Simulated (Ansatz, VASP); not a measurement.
# Two plane-wave programs on PbO2

```xyz
6
Lattice="4.9378 0.0000 0.0000 0.0000 4.9378 0.0000 0.0000 0.0000 3.3931" Properties=species:S:1:pos:R:3 pbc="T T T"
Pb    0.0000    0.0000    0.0000
Pb    2.4689    2.4689    1.6965
O     1.5177    1.5177    0.0000
O     0.9512    3.9866    1.6965
O     3.4200    3.4200    0.0000
O     3.9866    0.9512    1.6965
```

Alike in both runs: functional LDA; k mesh 7 × 7 × 9; occupations fermi-dirac, width 0.1 eV; no spin polarisation.

Ansatz relaxed the structure, and its values are those at the end. VASP's run is a single point on that final structure, the one shown.

|  | VASP | Ansatz |
| --- | --- | --- |
| version | VASP 6.6.1 | Ansatz 0.2.0 |
| potentials or method | VASP PAW LDA potentials, release 64 (Pb_d, O), cutoff 520 eV | PAW plane waves |
| valence electrons in the cell | 52 | 52 |

```csv
,VASP,Ansatz,Ansatz less VASP
pressure (GPa),0.4,0.0,-0.35
rms of the force components (eV/Å),0.005,0.000,-0.0048
```

Ansatz warns that its potentials were made for another functional, while VASP's fit it. LDA's correlation is that of Perdew and Zunger in VASP and of Perdew and Wang (1992) in Ansatz.

Spin-orbit coupling is off throughout.
